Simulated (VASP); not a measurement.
Here is a VASP 6.6.1 calculation.

The input INCAR:

```
SYSTEM = WC
ALGO = Normal
EDIFF = 1E-6
ENCUT = 520
GGA = PE
ISIF = 2
ISMEAR = -1
LASPH = .True.
LCHARG = .False.
LREAL = .False.
LWAVE = .False.
NBANDS = 16
NELM = 60
PREC = Accurate
SIGMA = 0.1
```

File KPOINTS:

```
k-points
0
Gamma
  18 18 16
  0 0 0
```

POSCAR

```
WC
1.0
    2.4620855099      0.0000000000      0.0000000000
   -1.2310427549      2.1322285978      0.0000000000
    0.0000000000      0.0000000000      2.4868201030
W C
1 1
Direct
    0.0000000000      0.0000000000      0.0000000000
    0.3333333333      0.6666666667      0.5000000000
```

Potentials or basis: VASP PAW PBE potentials, release 64 (W_sv, C).

Command:

```console
$ cat potpaw_PBE.64/W_sv/POTCAR potpaw_PBE.64/C/POTCAR > POTCAR
$ mpirun -np 1 vasp_std > vasp.out
```

**Question.** Estimate the pressure.

**Answer.** 494.5 GPa.

**Question.** Estimate the band gap on the k mesh.

**Answer.** Zero (band 9 reaches 21.60 eV, above the bottom of band 10 at 17.44 eV).

Stress tensor (GPa, compression positive):
```
494.60   0.00   0.00
  0.00 494.60   0.00
  0.00   0.00 494.44
```

Caveat: spin-orbit coupling is left out, which moves the levels of the heavy elements.
